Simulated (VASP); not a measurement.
# AlN: single point with PBE

Crystal: AlN.

```
Al N
1.0
    -0.07710    2.19517    2.19517
     2.19517   -0.07710    2.19517
     2.19517    2.19517   -0.07710
Al N
1 1
Direct
  0.99800 0.99800 0.99800
  0.25200 0.25200 0.25200
```

This cell differs from its parent crystal: epitaxial 111 strain +4.0%.

| Quantity | Value |
| --- | --- |
| Program | VASP 6.6.1 |
| Task | single point |
| Functional | PBE |
| Potentials or basis | VASP PAW PBE potentials, release 64 (Al, N) |
| Cutoff | 520 eV |
| k mesh | 10 × 10 × 10 |
| Occupations | fermi-dirac, width 0.02 eV |
| Spin | no spin polarisation |

```json
{
 "Pressure": "-7.7 GPa",
 "Largest force": "0.045 eV/Å",
 "Band gap on the k mesh": "3.00 eV, indirect (least direct gap 3.31 eV)"
}
```

Forces on the atoms (eV/Å):
```
Al  -0.026 -0.026 -0.026
N    0.026  0.026  0.026
```

Stress tensor (GPa, compression positive):
```
-7.67  5.73  5.73
 5.73 -7.67  5.73
 5.73  5.73 -7.67
```

Levels at points of the mesh, in eV from the valence-band top:
| k point | band 1 | band 2 | band 3 | band 4 | band 5 | band 6 | band 7 | band 8 |
| --- | --- | --- | --- | --- | --- | --- | --- | --- |
| (0.00, 0.00, 0.00) | -14.85 | -0.35 | -0.35 | 0.00 | 3.31 | 11.26 | 11.26 | 12.61 |
| (0.50, 0.00, 0.00) | -13.05 | -5.89 | -0.72 | -0.54 | 6.65 | 9.06 | 10.38 | 11.08 |
| (0.50, 0.50, 0.00) | -12.41 | -4.94 | -2.17 | -1.70 | 3.00 | 8.01 | 12.75 | 14.49 |
| (0.50, 0.50, 0.50) | -12.80 | -5.63 | -0.93 | -0.93 | 6.14 | 9.17 | 9.94 | 9.94 |

Wall time 7.1 s on 1 thread of Intel(R) Xeon(R) 6975P-C (Granite Rapids) (shared host), peak memory 0.14 GiB.

Caveat: the cell differs from its parent crystal (epitaxial 111 strain +4.0%). A k mesh can miss the band edges.
